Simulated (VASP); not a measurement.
Here is a VASP 6.6.1 calculation.

File POSCAR:

```
As
1.0
    4.5664000000      0.0000000000      0.0000000000
   -2.2832000000      3.9546200000      0.0000000000
    0.0000000000      0.0000000000      2.8337400000
As
2
Direct
    0.3333300000      0.6666700000      0.0000000000
    0.6666700000      0.3333300000      0.0000000000
```

File INCAR.step1:

```
ALGO = Normal
EDIFF = 1E-5
ENCUT = 520
GGA = PE
ISIF = 2
ISMEAR = -1
LASPH = True
LCHARG = False
LREAL = False
LWAVE = True
NBANDS = 12
NELM = 80
PREC = Accurate
SIGMA = 0.05
```

INCAR.step2

```
AEXX = 0.25
ALGO = Normal
EDIFF = 1E-6
ENCUT = 520
GGA = PE
ISIF = 2
ISMEAR = -1
ISTART = 1
LASPH = True
LCHARG = False
LHFCALC = True
LREAL = False
LWAVE = False
NBANDS = 12
NELM = 80
PREC = Accurate
PRECFOCK = Normal
SIGMA = 0.05
```

File KPOINTS:

```
k-points
0
Gamma
  4 4 5
```

Potentials or basis: VASP PAW PBE potentials, release 64 (As).

Launch:

```sh
$ cat potpaw_PBE.64/As/POTCAR > POTCAR
$ cp INCAR.step1 INCAR
$ mpirun -np 1 vasp_std > vasp.out
$ cp INCAR.step2 INCAR
$ mpirun -np 1 vasp_std > vasp.out
```

Task: Estimate the band gap on the k mesh.

Result: Zero (bands 5 and 6 overlap by 4.69 eV).

Task: Estimate the largest force.

Result: 0.127 eV/Å.

Task: Predict the pressure.

Result: -3.4 GPa.

Stress tensor (GPa, compression positive):
```
-5.93 -0.57  0.00
-0.57 -6.58  0.00
 0.00  0.00  2.35
```

Caveat: the k points lie up to 0.44 Å⁻¹ apart, too coarse for converged energies and pressures of a metal; the PAW data sets were made with another functional, which shifts forces and pressure a little.
